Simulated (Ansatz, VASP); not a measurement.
## One calculation of Fe, two programs

INCAR

```
PREC = Accurate
ENCUT = 520
EDIFF = 1E-7
ISMEAR = -1
SIGMA = 0.05
LREAL = F
LASPH = T
NELM = 150
ALGO = Normal
ISIF = 2
LWAVE = F
LCHARG = F
ISPIN = 2
MAGMOM = -2.74
LORBIT = 11
LMAXMIX = 4
GGA = PE
NBANDS = 14
```

The input KPOINTS:

```
regular mesh
0
Gamma
  13 13 13
```

The input POSCAR:

```
Fe
1.0
   -1.4430000000      1.4430000000      1.4430000000
    1.4430000000     -1.4430000000      1.4430000000
    1.4430000000      1.4430000000     -1.4430000000
Fe
1
Direct
    0.0000000000      0.0000000000      0.0000000000
```

Contents of input.yaml:

```yaml
crystal:
  lattice:
    - [-1.443, 1.443, 1.443]
    - [1.443, -1.443, 1.443]
    - [1.443, 1.443, -1.443]
  atoms:
    - { symbol: Fe, position: [0.0, 0.0, 0.0], spin: -2.74 }
hamiltonian:
  xc: pbe
  pseudopotentials: { kind: paw }
magnetization:
  spin_polarized: true
kpoints:
  mp_grid: { grid: [13, 13, 13] }
scf:
  occupations: { method: fermi_dirac, width: 0.05 }
output:
  forces: true
  stress: true
  eigenvalues: true
```

Alike in both runs: task single point; functional PBE; k mesh 13 × 13 × 13; occupations fermi-dirac, width 0.05 eV; collinear spin.

|  | VASP | Ansatz |
| --- | --- | --- |
| version | VASP 6.6.1 | Ansatz 0.2.0 |
| potentials or method | VASP PAW PBE potentials, release 64 (Fe) | Ansatz PAW |
| plane-wave cutoff (eV) | 520 | 420 |
| valence electrons in the cell | 8 | 16 |

VASP gave:

```
gap on the k mesh at the Fermi level (eV)                     : none
pressure (GPa)                                                : -9.1
net moment per atom (μB)                                      : 2.28
size of the moment on the site where the two differ most (μB) : 2.29
```

Q: Which values does Ansatz return?

A: gap on the k mesh at the Fermi level (eV): none; pressure (GPa): -9.5; net moment per atom (μB): 2.25; size of the moment on the site where the two differ most (μB): 2.31.

Site moments also hang on the region over which each program counts them. A gap of «none» marks a metal or a gap that the smearing closes. VASP's potentials hold 8 valence electrons a cell and Ansatz's 16, so a difference there can come from the potentials and not from the codes.
